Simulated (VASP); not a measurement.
W16C15 (a cell with a defect): single point with PBE

W16C15 (a cell with a defect):

```
W C
1.0
    -2.92207    5.06118    5.69265
     5.84415    0.00000    5.69265
     2.92207    5.06118    0.00000
W C
16 15
Direct
  0.00639 0.99599 0.99798
  0.25151 0.24562 0.25059
  0.00178 0.99587 0.50033
  0.25337 0.24752 0.74868
  0.99960 0.49424 0.99915
  0.25406 0.74877 0.25057
  0.99961 0.49425 0.50532
  0.25407 0.74877 0.74491
  0.50335 0.99717 0.99723
  0.75111 0.24501 0.25248
  0.50335 0.99719 0.50054
  0.75113 0.24502 0.74971
  0.50273 0.49706 0.99927
  0.75267 0.74189 0.25192
  0.50081 0.49472 0.50137
  0.75225 0.74655 0.74975
  0.03578 0.21019 0.12445
  0.28430 0.46406 0.36914
  0.03578 0.21018 0.62789
  0.28429 0.46406 0.88068
  0.78956 0.46084 0.37395
  0.28988 0.96089 0.37377
  0.03871 0.70976 0.62497
  0.28742 0.95879 0.87602
  0.53670 0.21151 0.12498
  0.53546 0.21286 0.62498
  0.78748 0.45837 0.87626
  0.53821 0.71255 0.12610
  0.79117 0.95709 0.36665
  0.53819 0.71255 0.62144
  0.79116 0.95709 0.88349
```

| Item | Value |
| --- | --- |
| Program | VASP 6.6.1 |
| Task | single point |
| Functional | PBE |
| Potentials or basis | VASP PAW PBE potentials, release 64 (W_sv, C) |
| Cutoff | 520 eV |
| k mesh | 1 × 1 × 1 |
| Occupations | methfessel-paxton, width 0.1 eV |
| Spin | no spin polarisation |

```
Pressure               : -1.1 GPa
Largest force          : 0.046 eV/Å
Band gap on the k mesh : 0.60 eV
```

Forces on the atoms (eV/Å):
```
W    0.002 -0.001 -0.045
W    0.013 -0.010 -0.005
W    0.011 -0.006  0.025
W    0.000  0.001  0.007
W    0.018  0.019  0.008
W   -0.002 -0.018 -0.016
W   -0.008 -0.031  0.008
W    0.014  0.008 -0.014
W    0.014  0.013  0.000
W   -0.001 -0.002 -0.003
W   -0.005 -0.019 -0.001
W    0.000 -0.001 -0.005
W    0.006 -0.007 -0.008
W    0.010 -0.009  0.030
W    0.003 -0.004  0.002
W   -0.003  0.002 -0.020
C    0.013  0.010  0.003
C    0.019  0.019  0.000
C    0.005 -0.015  0.002
C   -0.013 -0.023 -0.004
C   -0.030  0.020 -0.002
C   -0.012  0.008  0.000
C   -0.013  0.008 -0.004
C   -0.028  0.020  0.011
C   -0.021  0.017  0.010
C   -0.023  0.017  0.002
C   -0.008  0.006  0.009
C   -0.010 -0.027  0.001
C    0.010 -0.009  0.008
C    0.022  0.024 -0.003
C    0.017 -0.009  0.006
```

Stress tensor (GPa, compression positive):
```
  2.65 -10.51   0.02
-10.51  -9.50  -0.01
  0.02  -0.01   3.70
```

Levels at points of the mesh, in eV from the valence-band top:
```tsv
k point	band 138	band 139	band 140	band 141	band 142	band 143	band 144	band 145	band 146	band 147
(0.00, 0.00, 0.00)	-0.92	-0.84	-0.29	-0.07	0.00	0.60	0.78	0.87	0.89	0.90
```

Wall time 3 min on 1 thread of AMD EPYC 7R43 64-Core Processor (Zen 3) (shared host), peak memory 0.4 GiB.

Caveat: the k points lie up to 1.21 Å⁻¹ apart; spin-orbit coupling is left out, which moves the levels of the heavy elements.
